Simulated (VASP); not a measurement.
# Si2Mo (I4/mmm) in VASP: a series of runs

Si2Mo is run at these levels: r2SCAN+rVV10; tasks: single point.

Program: VASP 6.6.1. These are calculated values, not measurements. Logs are shortened: lines on timing, memory, paths and dates and some standing lists are left out, and cuts for length are marked.

## (1) The cell of the first run

The structure is tetragonal, space group I4/mmm (No. 139). The conventional cell has a = 3.204 Å, b = 3.204 Å, c = 7.816 Å, α = 90.00°, β = 90.00°, γ = 90.00°. Within 3.4 Å of Si (site symmetry 4mm) lie 9 Si at 2.57 to 3.20 Å and 5 Mo at 2.61 to 2.62 Å. Mo (site symmetry 4/mmm) has 10 Si at 2.61 to 2.62 Å and 4 Mo at 3.20 Å within 3.4 Å.

## (2) Single point, r2SCAN+rVV10

File POSCAR:

```
Si2Mo
1.0
   -1.6021322800      1.6021322800      3.9080959800
    1.6021322800     -1.6021322800      3.9080959800
    1.6021322800      1.6021322800     -3.9080959800
Si Mo
2 1
Direct
    0.6645706300      0.6645706300      0.0000000000
    0.3354293700      0.3354293700      0.0000000000
    0.0000000000      0.0000000000      0.0000000000
```

File INCAR.step1:

```
ALGO = Normal
EDIFF = 1E-4
ENCUT = 520
GGA = PE
ISMEAR = 0
LASPH = T
LCHARG = F
LREAL = F
LWAVE = T
NBANDS = 18
NELM = 100
PREC = Accurate
SIGMA = 0.1
```

File INCAR.step2:

```
ALGO = Normal
BPARAM = 11.95
CPARAM = 0.0093
EDIFF = 1E-7
ENCUT = 520
ISIF = 2
ISMEAR = 0
ISTART = 1
IVDW_NL = 2
LASPH = T
LCHARG = T
LELF = T
LMIXTAU = T
LREAL = F
LUSE_VDW = T
LVHAR = T
LWAVE = F
METAGGA = R2SCAN
NBANDS = 18
NELM = 100
PREC = Accurate
SIGMA = 0.1
```

File KPOINTS:

```
k-points
0
Gamma
  8 8 8
```

Potentials or basis: VASP PAW PBE potentials, release 64 (Si, Mo_sv).

On the command line:

```bash
$ cat potpaw_PBE.64/Si/POTCAR potpaw_PBE.64/Mo_sv/POTCAR > POTCAR
$ cp INCAR.step1 INCAR
$ mpirun -np 1 vasp_std > vasp.out
$ cp INCAR.step2 INCAR
$ mpirun -np 1 vasp_std > vasp.out
```

OUTCAR:

```text
BPARAM = 11.95
   EDIFF = 1E-7
   ENCUT = 520
   ISIF = 2
   ISMEAR = 0
   ISTART = 1
   IVDW_NL = 2
   LASPH = T
   LREAL = F
   METAGGA = R2SCAN
   NELM = 100
   PREC = Accurate

 ion  position               nearest neighbor table
   1  0.665  0.665  0.000-   2 2.57   3 2.61   3 2.61   3 2.61   3 2.61   3 2.62   2 2.63   2 2.63
                             2 2.63   2 2.63
   2  0.335  0.335  0.000-   1 2.57   3 2.61   3 2.61   3 2.61   3 2.61   3 2.62   1 2.63   1 2.63
                             1 2.63   1 2.63
   3  0.000  0.000  0.000-   2 2.61   1 2.61   1 2.61   1 2.61   1 2.61   2 2.61   2 2.61   2 2.61
                             1 2.62   2 2.62

  LATTYP: Found a body centered tetragonal cell.
 ALAT       =     3.2042645600
 C/A-ratio  =     2.4393091811

  Lattice vectors:

 A1 = (  -1.6021322800,   1.6021322800,   3.9080959800)
 A2 = (   1.6021322800,  -1.6021322800,   3.9080959800)
 A3 = (   1.6021322800,   1.6021322800,  -3.9080959800)

Analysis of symmetry for initial positions (statically):
=====================================================================
 Subroutine PRICEL returns:
 Original cell was already a primitive cell.

 Routine SETGRP: Setting up the symmetry group for a
 body centered tetragonal supercell.

 Subroutine GETGRP returns: Found 16 space group operations
 (whereof 16 operations were pure point group operations)
 out of a pool of 16 trial point group operations.

The static configuration has the point symmetry D_4h.

Analysis of symmetry for dynamics (positions and initial velocities):
=====================================================================
 Subroutine PRICEL returns:
 Original cell was already a primitive cell.

 Routine SETGRP: Setting up the symmetry group for a
 body centered tetragonal supercell.

 Subroutine GETGRP returns: Found 16 space group operations
 (whereof 16 operations were pure point group operations)
 out of a pool of 16 trial point group operations.

The dynamic configuration has the point symmetry D_4h.

 Subroutine INISYM returns: Found 16 space group operations
 (whereof 16 operations are pure point group operations),
 and found     1 'primitive' translations

----------------------------------------------------------------------------------------

                                     Primitive cell

  volume of cell :      40.1256

  direct lattice vectors                    reciprocal lattice vectors
    -1.602132280  1.602132280  3.908095980     0.000000000  0.312084093  0.127939539
     1.602132280 -1.602132280  3.908095980     0.312084093  0.000000000  0.127939539
     1.602132280  1.602132280 -3.908095980     0.312084093  0.312084093  0.000000000

  length of vectors
     4.517396360  4.517396360  4.517396360     0.337290686  0.337290686  0.441353557

  position of ions in fractional coordinates (direct lattice)
     0.664570630  0.664570630  0.000000000
     0.335429370  0.335429370  0.000000000
     0.000000000  0.000000000  0.000000000

  ion indices of the primitive-cell ions
   primitive index   ion index
                 1           1
                 2           2
                 3           3

----------------------------------------------------------------------------------------

 KPOINTS: k-points

Automatic generation of k-mesh.
 Grid dimensions read from file:
 generate k-points for:    8    8    8

 Generating k-lattice:

  Cartesian coordinates                     Fractional coordinates (reciprocal lattice)
     0.000000000  0.039010512  0.015992442     0.125000000  0.000000000 -0.000000000
     0.039010512  0.000000000  0.015992442     0.000000000  0.125000000 -0.000000000
     0.039010512  0.039010512  0.000000000     0.000000000  0.000000000  0.125000000

  Length of vectors
     0.042161336  0.042161336  0.055169195

  Shift w.r.t. Gamma in fractional coordinates (k-lattice)
     0.000000000  0.000000000  0.000000000

 Subroutine IBZKPT returns following result:
 ===========================================

 Found     59 irreducible k-points:

 Following reciprocal coordinates:
            Coordinates               Weight
  0.000000  0.000000  0.000000      1.000000
  0.125000  0.000000 -0.000000      8.000000
  0.250000  0.000000 -0.000000      8.000000
  0.375000  0.000000 -0.000000      8.000000
  0.500000  0.000000 -0.000000      4.000000
  0.125000  0.125000 -0.000000      8.000000
[... 16 lines left out ...]
  0.250000  0.125000  0.125000     16.000000
  0.375000  0.125000  0.125000      8.000000
 [... further k-points ...]
   k-points           NKPTS =     59   k-points in BZ     NKDIM =     59   number of bands    NBANDS=     18
   number of dos      NEDOS =    301   number of ions     NIONS =      3
   total plane-waves  NPLWV =  46656
   dimension x,y,z NGX =    36 NGY =   36 NGZ =   36
   dimension x,y,z NGXF=    72 NGYF=   72 NGZF=   72
   ions per type =               2   1
   NGX,Y,Z   is equivalent  to a cutoff of  13.25, 13.25, 13.25 a.u.
   NGXF,Y,Z  is equivalent  to a cutoff of  26.50, 26.50, 26.50 a.u.
 SYSTEM =  unknown system
   PREC   = accura    normal or accurate (medium, high low for compatibility)
   ISTART =      1    job   : 0-new  1-cont  2-samecut
   ICHARG =      0    charge: 1-file 2-atom 10-const
   ISPIN  =      1    spin polarized calculation?
   LNONCOLLINEAR =      F non collinear calculations
   LSORBIT =      F    spin-orbit coupling
   LASPH  =      T    aspherical Exc in radial PAW
   ENCUT  =  520.0 eV  38.22 Ry    6.18 a.u.   8.40  8.40  8.40*2*pi/ulx,y,z
   NELM   =    100;   NELMIN=  2; NELMDL=  0     # of ELM steps
   EDIFF  = 0.1E-06   stopping-criterion for ELM
   LREAL  =      F    real-space projection
   EDIFFG = 0.1E-05   stopping-criterion for IOM
   NSW    =      0    number of steps for IOM
   IBRION =     -1    ionic relax: 0-MD 1-quasi-New 2-CG
   NFREE  =      0    steps in history (QN), initial steepest desc. (CG)
   ISIF   =      2    stress and relaxation
   ISYM   =      2    0-nonsym 1-usesym 2-fastsym
   POTIM  = 0.5000    time-step for ionic-motion
   TEBEG  =    0.0;   TEEND  =   0.0 temperature during run
   PSTRESS=    0.0 pullay stress
   NELECT =      22.0000    total number of electrons
   NUPDOWN=      -1.0000    fix difference up-down
   EMIN   =  10.00;   EMAX   =-10.00  energy-range for DOS
   EFERMI =   0.00;   METHOD = LEGACY
   ISMEAR =     0;   SIGMA  =   0.10  broadening in eV -4-tet -1-fermi 0-gaus
   EFERMI_NEDOS =   21; number of points for ismear=-14 and -15
   IALGO  =     38    algorithm
   IMIX   =      4    mixing-type and parameters
     AMIX     =   0.40;   BMIX     =  1.00
     AMIX_MAG =   1.60;   BMIX_MAG =  1.00
  volume/ion in A,a.u.               =      13.38        90.26
  Fermi-wavevector in a.u.,A,eV,Ry     =   1.339908  2.532060 24.427277  1.795354
  Thomas-Fermi vector in A             =   2.468263
   LORBIT       =      0    0 simple, 1 ext, 2 COOP (PROOUT), +10 PAW based schemes
   METAGGA = R2SCAN    functional components
   LHFCALC =     F    Hartree Fock is set to
   AEXX    =    0.0000 exact exchange contribution
   IVDW_NL    =     2    kernel type
   BPARAM     =11.9500
   IVDW    =     0    specifies the selected vdW correction
   LEPSILON=     F    determine dielectric tensor
   LRPA    =     F    only Hartree local field effects (RPA)
 non-spin polarized calculation
 Gauss-broadening in eV      SIGMA  =   0.10
  energy-cutoff  :      520.00
  volume of cell :       40.13
 maximum number of plane-waves:      1104
 NGX is ok and might be reduce to    36
   NGX = 17   NGY = 17   NGZ = 17

 number of electron      22.0000000 magnetization

 Free energy of the ion-electron system (eV)
  ---------------------------------------------------
  ext. energy  EPLUGINS =         0.00000000
  ---------------------------------------------------
  free energy    TOTEN  =       -44.73069987 eV

  energy without entropy =      -44.72999426  energy(sigma->0) =      -44.73034707

 E-fermi :  12.2510     XC(G=0): -13.4101

 val. band max:       12.0263008126   @ k =   0.5000   0.5000   0.3750
 cond. band min:      12.2985912483   @ k =  -0.3750   0.5000   0.3750
 fundamental gap:      0.2722904357
 Fermi energy:        12.2509807975

 k-point     1 :       0.0000    0.0000    0.0000
  band No.  band energies     occupation
      1     -50.3279      2.00000
      2     -23.7697      2.00000
      3     -23.6819      2.00000
      4     -23.6819      2.00000
      5      -1.9116      2.00000
      6       5.4981      2.00000
[... 10 lines left out ...]
     17      17.7232      0.00000
     18      17.7232      0.00000

 k-point     2 :       0.1250    0.0000   -0.0000
  band No.  band energies     occupation
      1     -50.3248      2.00000
      2     -23.7666      2.00000
      3     -23.7236      2.00000
      4     -23.6779      2.00000
      5      -1.6109      2.00000
      6       5.5082      2.00000
[... 10 lines left out ...]
     17      18.0236      0.00000
     18      19.2292      0.00000

 k-point     3 :       0.2500    0.0000   -0.0000
  band No.  band energies     occupation
      1     -50.3175      2.00000
      2     -23.8235      2.00000
      3     -23.7589      2.00000
      4     -23.6683      2.00000
      5      -0.7440      2.00000
      6       5.1631      2.00000
[... 10 lines left out ...]
     17      19.5205      0.00000
     18      21.7879      0.00000

 k-point     4 :       0.3750    0.0000   -0.0000
  band No.  band energies     occupation
      1     -50.3101      2.00000
      2     -23.9215      2.00000
      3     -23.7514      2.00000
      4     -23.6587      2.00000
      5       0.5880      2.00000
      6       3.8823      2.00000
[... 375 lines left out ...]
      4     -23.7442      2.00000
      5       0.1420      2.00000
      6       5.4066      2.00000
[... 10 lines left out ...]
     17      17.9127      0.00000
     18      21.2734      0.00000

 k-point    23 :       0.2500    0.1250    0.1250
  band No.  band energies     occupation
      1     -50.3001      2.00000
      2     -23.9000      2.00000
      3     -23.7918      2.00000
      4     -23.7359      2.00000
      5       1.3177      2.00000
      6       4.3303      2.00000
[... 10 lines left out ...]
     17      19.2592      0.00000
     18      20.9244      0.00000

 k-point    24 :       0.3750    0.1250    0.1250
  band No.  band energies     occupation
      1     -50.2971      2.00000
      2     -23.9388      2.00000
      3     -23.7865      2.00000
      4     -23.7325      2.00000
      5       2.4829      2.00000
      6       3.1214      2.00000
[... 10 lines left out ...]
     17      19.5193      0.00000
     18      21.1399      0.00000

 [... further k-points ...]

------------------------ aborting loop because EDIFF is reached ----------------------------------------

  FORCE on cell =-STRESS in cart. coord.  units (eV):
  Direction    XX          YY          ZZ          XY          YZ          ZX
  --------------------------------------------------------------------------------------
  -------------------------------------------------------------------------------------
  Total       -0.2053323     -0.2053323     -0.0988676      0.0000000      0.0000000      0.0000000
  in kB       -8.1987164     -8.1987164     -3.9476872      0.0000000      0.0000000      0.0000000
  external PRESSURE =      -6.7817067 kB  Pullay stress =       0.0000000 kB

 VOLUME and BASIS-vectors are now :
 -----------------------------------------------------------------------------
  energy-cutoff  :      520.00
  volume of cell :       40.13
      direct lattice vectors                 reciprocal lattice vectors
    -1.602132280  1.602132280  3.908095980     0.000000000  0.312084093  0.127939539
     1.602132280 -1.602132280  3.908095980     0.312084093  0.000000000  0.127939539
     1.602132280  1.602132280 -3.908095980     0.312084093  0.312084093  0.000000000

 POSITION                                       TOTAL-FORCE (eV/Angst)
 -----------------------------------------------------------------------------------
      0.00000      0.00000      5.19441        -0.000000     -0.000000      0.019619
      0.00000      0.00000      2.62178         0.000000      0.000000     -0.019619
      0.00000      0.00000      0.00000         0.000000      0.000000      0.000000
 -----------------------------------------------------------------------------------
    total drift:                                0.000000      0.000000     -0.000000

  FREE ENERGIE OF THE ION-ELECTRON SYSTEM (eV)
  ---------------------------------------------------
  free  energy   TOTEN  =       -44.7306998706 eV

  energy  without entropy=      -44.7299942622  energy(sigma->0) =      -44.73034707
```

Wall time 2.5 min (1 thread of Intel Xeon 6975P-C (Granite Rapids), shared host); peak memory 0.4 GiB.

Results:

| Property | Result |
| --- | --- |
| Free energy | -44.7307 eV |
| Pressure | -0.7 GPa |
| Largest force | 0.020 eV/Å |
| Band gap on the k mesh | zero (bands 11 and 12 overlap by 1.04 eV) |

Forces on the atoms (eV/Å):
```
Si   0.000  0.000  0.020
Si   0.000  0.000 -0.020
Mo   0.000  0.000  0.000
```

Stress tensor (GPa, compression positive):
```
-0.82  0.00  0.00
 0.00 -0.82  0.00
 0.00  0.00 -0.39
```

Levels at points of the mesh, in eV from the Fermi level:
```csv
k point,band 7,band 8,band 9,band 10,band 11,band 12,band 13,band 14,band 15,band 16
"(0.00, 0.00, 0.00)",-3.43,-3.09,-2.78,-2.78,0.37,3.43,3.49,3.67,3.67,4.46
"(0.50, 0.00, 0.00)",-5.19,-4.80,-2.77,-2.63,-0.53,2.54,3.29,4.49,4.50,5.83
"(0.50, 0.50, 0.00)",-6.00,-5.34,-4.68,-3.22,-1.38,2.62,3.04,3.48,3.64,5.01
"(0.50, 0.50, 0.50)",-3.62,-2.23,-0.58,-0.58,-0.55,-0.55,0.51,5.20,5.81,6.56
```

Caveat: the PAW data sets were made with another functional, which shifts forces and pressure a little.

## (3) Single point, r2SCAN+rVV10

This run uses another cell than the first one, of 13.30 Å³/atom.

File POSCAR:

```
Si2Mo
1.0
   -1.5983008206      1.5983008206      3.9056983805
    1.5983008206     -1.5983008206      3.9056983805
    1.5983008206      1.5983008206     -3.9056983805
Si Mo
2 1
Direct
    0.6647893090      0.6647893090      0.0000000000
    0.3352106910      0.3352106910      0.0000000000
    0.0000000000      0.0000000000      0.0000000000
```

Edit INCAR.step1 of step 2 so:

```diff
@@ -10,3 +10,3 @@
 NBANDS = 18
-NELM = 100
+NELM = 60
 PREC = Accurate
```

File INCAR.step2:

```
ALGO = Normal
BPARAM = 11.95
CPARAM = 0.0093
EDIFF = 1E-7
ENCUT = 520
ISIF = 2
ISMEAR = 0
ISTART = 1
IVDW_NL = 2
LASPH = T
LCHARG = F
LMIXTAU = T
LREAL = F
LUSE_VDW = T
LWAVE = F
METAGGA = R2SCAN
NBANDS = 18
NELM = 60
PREC = Accurate
SIGMA = 0.1
```

File KPOINTS:

```
k-points
0
Gamma
  18 18 18
```

Potentials or basis: VASP PAW PBE potentials, release 64 (Si, Mo_sv).

On the command line:

```bash
$ cat potpaw_PBE.64/Si/POTCAR potpaw_PBE.64/Mo_sv/POTCAR > POTCAR
$ cp INCAR.step1 INCAR
$ mpirun -np 1 vasp_std > vasp.out
$ cp INCAR.step2 INCAR
$ mpirun -np 1 vasp_std > vasp.out
```

Wall time 13 min (1 thread of Intel Xeon 6975P-C (Granite Rapids), shared host); peak memory 0.63 GiB.

It converged, with:

```yaml
Free_energy: -44.7274 eV
Pressure: 0.5 GPa
Largest_force: 0.009 eV/Å
Band_gap_on_the_k_mesh: zero (bands 11 and 12 overlap by 1.03 eV)
```

Forces in eV/Å, atoms in the order of the input:
```
Si   0.000  0.000  0.009
Si   0.000  0.000 -0.009
Mo   0.000  0.000  0.000
```

Levels at points of the mesh, in eV from the Fermi level:
```
           k point  band 9  band 10  band 11  band 12  band 13  band 14
(0.00, 0.00, 0.00)   -2.83    -2.83     0.35     3.37     3.50     3.68
(0.50, 0.00, 0.00)   -2.80    -2.69    -0.56     2.54     3.27     4.48
(0.50, 0.50, 0.00)   -4.74    -3.28    -1.40     2.61     3.04     3.44
(0.50, 0.50, 0.50)   -0.62    -0.62    -0.57    -0.57     0.50     5.16
```

Caveat: the PAW data sets were made with another functional, which shifts forces and pressure a little.

The gap in the log of VASP goes by the Fermi energy; the results here count the filled bands.